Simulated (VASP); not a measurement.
# BeTe: single point with PBE

Crystal: BeTe.

```
Be Te
1.0
     7.43320    0.00000    0.00000
     0.00000    4.23237    0.00000
     0.00000    0.00000    4.00748
Be Te
4 4
Direct
  0.75000 0.00000 0.35541
  0.00000 0.50000 0.00000
  0.25000 0.00000 0.64459
  0.50000 0.50000 0.00000
  0.75000 0.50000 0.64459
  0.00000 0.00000 0.00000
  0.25000 0.50000 0.35541
  0.50000 0.00000 0.00000
```

The cell was built from a structure type or drawn by symmetry, and may not be a known phase.

| Quantity | Value |
| --- | --- |
| Program | VASP 6.6.1 |
| Task | single point |
| Functional | PBE |
| Potentials or basis | VASP PAW PBE potentials, release 64 (Be, Te) |
| Cutoff | 520 eV |
| k mesh | 4 × 4 × 4 |
| Occupations | gaussian, width 0.1 eV |
| Spin | no spin polarisation |
| Dipole correction | no |
| Further INCAR settings | ALGO = Normal; EDIFF = 1e-06; NBANDS = 26 |

- Pressure: 35.2 GPa
- Largest force: 3.419 eV/Å
- Band gap on the k mesh: zero (bands 16 and 17 overlap by 0.30 eV)

Forces in eV/Å, atoms in the order of the input:
```
Be   0.000  0.000  0.849
Be   0.000  0.000  0.000
Be   0.000  0.000 -0.849
Be   0.000  0.000  0.000
Te   0.000  0.000 -3.419
Te   0.000  0.000  0.000
Te   0.000  0.000  3.419
Te   0.000  0.000  0.000
```

Stress tensor (GPa, compression positive):
```
28.80  0.00  0.00
 0.00 56.77  0.00
 0.00  0.00 20.10
```

Levels at points of the mesh, in eV from the Fermi level:
| k point | band 12 | band 13 | band 14 | band 15 | band 16 | band 17 | band 18 | band 19 | band 20 | band 21 |
| --- | --- | --- | --- | --- | --- | --- | --- | --- | --- | --- |
| (0.00, 0.00, 0.00) | -4.10 | -3.80 | -1.87 | -1.48 | -0.72 | 0.12 | 0.52 | 1.22 | 2.37 | 3.56 |
| (0.50, 0.00, 0.00) | -3.16 | -2.63 | -2.63 | -0.98 | -0.98 | 1.06 | 1.06 | 1.86 | 1.86 | 2.96 |
| (0.00, 0.50, 0.00) | -3.71 | -2.15 | -2.03 | -0.79 | -0.67 | -0.12 | 0.80 | 0.85 | 1.18 | 2.06 |
| (0.50, 0.50, 0.00) | -3.85 | -1.54 | -1.54 | -1.09 | -1.09 | 0.59 | 0.59 | 1.69 | 1.69 | 4.00 |
| (0.00, 0.00, 0.50) | -3.74 | -3.06 | -2.92 | -2.61 | -0.50 | 0.39 | 0.65 | 0.97 | 1.03 | 1.16 |
| (0.50, 0.00, 0.50) | -3.55 | -3.31 | -3.31 | -1.89 | -1.89 | 1.49 | 1.49 | 2.43 | 2.43 | 2.65 |
| (0.00, 0.50, 0.50) | -5.69 | -2.22 | -0.48 | -0.32 | 0.19 | 0.61 | 0.89 | 1.43 | 1.69 | 4.76 |
| (0.50, 0.50, 0.50) | -4.90 | -3.03 | -3.03 | -2.44 | -2.44 | 3.60 | 3.60 | 3.60 | 3.60 | 5.29 |

Run time: 37 s on 1 thread of Intel(R) Xeon(R) 6975P-C (Granite Rapids) (shared host), peak memory 0.25 GiB.

Caveat: the k points lie up to 0.39 Å⁻¹ apart; semilocal functionals underestimate gaps, so a narrow gap can read as zero; spin-orbit coupling is left out, which moves the levels of the heavy elements; forces of over 1 eV/Å act on the atoms, so gaps and moduli don't describe the material at rest.
